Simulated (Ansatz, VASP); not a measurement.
SrTiO3 in VASP and in Ansatz

```
CELL_PARAMETERS angstrom
-2.83313 2.83313 4.02566
2.83313 -2.83313 4.02566
2.83313 2.83313 -4.02566
ATOMIC_POSITIONS crystal
Sr 0.75000 0.25000 0.50000
Sr 0.25000 0.75000 0.50000
Ti 0.00000 0.00000 0.00000
Ti 0.50000 0.50000 0.00000
O 0.25000 0.25000 0.00000
O 0.75000 0.75000 0.00000
O 0.72808 0.22808 0.95616
O 0.22808 0.27192 0.50000
O 0.27192 0.77192 0.04384
O 0.77192 0.72808 0.50000
```

Change from the starting cell: equal engineering shear yz, xz and xy +0.0000, equal normal strain along x, y and z +0.0200.

Alike in both runs: task single point; functional PBE; k mesh 8 × 8 × 8; occupations gaussian, width 0.05 eV; no spin polarisation.

|  | VASP | Ansatz |
| --- | --- | --- |
| version | VASP 6.6.1 | Ansatz 0.2.0 |
| potentials or method | VASP PAW PBE potentials, release 64 (Sr_sv, Ti_sv, O), cutoff 520 eV | scalar-relativistic, plane waves, PAW |
| valence electrons in the cell | 80 | 80 |

```csv
,VASP,Ansatz,Ansatz less VASP
gap on the k mesh at the Fermi level (eV),1.77,1.80,+0.028
least direct gap on the mesh (eV),1.78,1.80,+0.029
pressure (GPa),-8.4,-8.9,-0.52
"traceless stress, the component that is largest in VASP (GPa)",-0.09,-0.10,-0.012
rms of the force components (eV/Å),0.013,0.012,-0.0011
```

Atom by atom the forces differ by 0.001 eV/Å (rms over components).
